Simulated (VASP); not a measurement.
**H4C2O: single point with PBE+D3(BJ)**

The system is H4C2O.

```
C H O
1.0
     6.88731    0.00000    0.00000
     0.00000    6.88731    0.00000
     0.00000    0.00000    6.88731
C H O
6 12 3
Direct
  0.12513 0.94103 0.01419
  0.73919 0.18534 0.82717
  0.74694 0.54950 0.43312
  0.22688 0.57440 0.70244
  0.68895 0.71902 0.91234
  0.70695 0.00558 0.34189
  0.19986 0.89575 0.14164
  0.96870 0.95934 0.04610
  0.14188 0.84166 0.89563
  0.16631 0.08530 0.97597
  0.81473 0.22470 0.95765
  0.58004 0.17175 0.87001
  0.80467 0.06097 0.75222
  0.75757 0.31066 0.73798
  0.82232 0.41591 0.45876
  0.72523 0.60887 0.57674
  0.60413 0.52399 0.35840
  0.84146 0.64899 0.35465
  0.29978 0.42799 0.68209
  0.57497 0.77485 0.01898
  0.55184 0.97887 0.38982
```

| Quantity | Value |
| --- | --- |
| Program | VASP 6.6.1 |
| Task | single point |
| Functional | PBE |
| Dispersion | D3(BJ) |
| Potentials or basis | VASP PAW PBE potentials, release 64 (C, H, O) |
| Cutoff | 520 eV |
| k mesh | 1 × 1 × 1 |
| Occupations | fermi-dirac, width 0.05 eV |
| Spin | no spin polarisation |
| Dipole correction | no |
| Further INCAR settings | LREAL = Auto; ALGO = Normal; EDIFF = 1e-07; NBANDS = 43 |

```
Pressure                   : 1.3 GPa
Largest force              : 1.685 eV/Å
Band gap on the k mesh     : 6.10 eV
Dispersion energy per atom : -0.037 eV
```

Forces in eV/Å, atoms in the order of the input:
```
C   -1.643  0.307  0.212
C   -1.389 -0.019  0.463
C   -0.781  0.174 -0.362
C   -0.433  0.698 -0.085
C    0.069 -0.110 -0.013
C    0.997  0.356 -0.155
H    0.528 -0.376  0.817
H    0.370 -0.411  0.148
H    0.204 -0.338 -0.487
H    0.722  0.925 -0.453
H    0.587 -0.256  0.767
H    1.143 -0.237 -0.671
H   -0.256 -0.119  0.287
H   -0.177  0.761 -0.806
H    0.405 -0.904 -0.271
H   -0.329  0.383  0.399
H    0.840  0.187  0.339
H    0.033  0.080 -0.342
O    0.405 -0.879 -0.068
O   -0.156 -0.144 -0.080
O   -1.138 -0.080  0.361
```

Stress tensor (GPa, compression positive):
```
 0.15 -0.38  0.12
-0.38  2.14 -0.33
 0.12 -0.33  1.74
```

Levels at points of the mesh, in eV from the valence-band top:
```csv
k point,band 24,band 25,band 26,band 27,band 28,band 29,band 30,band 31
"(0.00, 0.00, 0.00)",-0.50,-0.32,-0.27,0.00,6.10,6.25,6.33,6.45
```

Wall time 25 s on 1 thread of Intel(R) Xeon(R) 6975P-C (Granite Rapids), with other jobs on the host, peak memory 0.34 GiB.

Caveat: the k points lie up to 0.91 Å⁻¹ apart.
